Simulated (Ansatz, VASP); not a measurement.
One calculation of Tl, two programs

```
Tl
1.0
     3.46179    0.00000    0.00000
     1.73090    2.99800    0.00000
     0.00000    0.00000   29.77972
Tl
6
Direct
  0.66667 0.66667 0.27212
  0.00000 0.00000 0.36352
  0.66667 0.66667 0.45441
  0.00000 0.00000 0.54559
  0.66667 0.66667 0.63648
  0.00000 0.00000 0.72788
```

Alike in both runs: functional PBEsol; k mesh 11 × 11 × 1; no spin polarisation.

Ansatz relaxed the structure, and its values are those at the end. VASP's run is a single point on that final structure, the one shown.

|  | VASP | Ansatz |
| --- | --- | --- |
| version | VASP 6.6.1 | Ansatz 0.2.0 |
| potentials or method | VASP PAW PBE potentials, release 64 (Tl_d) | plane-wave PAW, scalar-relativistic |
| plane-wave cutoff (eV) | 520 | 420 |
| occupations | methfessel-paxton of order 1, width 0.1 eV | cold, width 0.1 eV |
| valence electrons in the cell | 78 | 78 |

Ansatz gave:

| Quantity | Value |
| --- | --- |
| rms of the force components (eV/Å) | 0.002 |

Task: Which values does VASP return?

Result: rms of the force components (eV/Å): 0.004.

VASP's potentials were made for PBE, not for PBEsol.

Spin-orbit coupling is off throughout.
